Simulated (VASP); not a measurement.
A run of VASP 6.6.1 is set up as follows.

The input INCAR:

```
SYSTEM = Ni
PREC = Accurate ; ENCUT = 520
EDIFF = 1E-6 ; ISMEAR = -1
SIGMA = 0.05 ; LREAL = .False.
LASPH = .True. ; NELM = 150
ALGO = Normal ; ISIF = 2
LWAVE = .False. ; LCHARG = .True.
ISPIN = 2 ; MAGMOM = 0.707 0.707
LORBIT = 11 ; LMAXMIX = 4
GGA = PE ; LELF = .True.
LVHAR = .True. ; NBANDS = 21
```

KPOINTS

```
Automatic mesh
0
Gamma
  24 24 13
  0 0 0
```

The input POSCAR:

```
Ni
1.0
    2.4881347145      0.0000000000      0.0000000000
   -1.2440673573      2.1547878708      0.0000000000
    0.0000000000      0.0000000000      4.0778042648
Ni
2
Direct
    0.3333333333      0.6666666667      0.2500000000
    0.6666666667      0.3333333333      0.7500000000
```

Potentials or basis: VASP PAW PBE potentials, release 64 (Ni).

Command:

```sh
$ cat potpaw_PBE.64/Ni/POTCAR > POTCAR
$ mpirun -np 1 vasp_std > vasp.out
```

(1) Estimate the site moments.

(2) What does it give for the pressure?

(3) What does it give for the net moment?

## Answers

(1) Ni +0.65 μB.

(2) -0.1 GPa.

(3) 1.28 μB per cell.
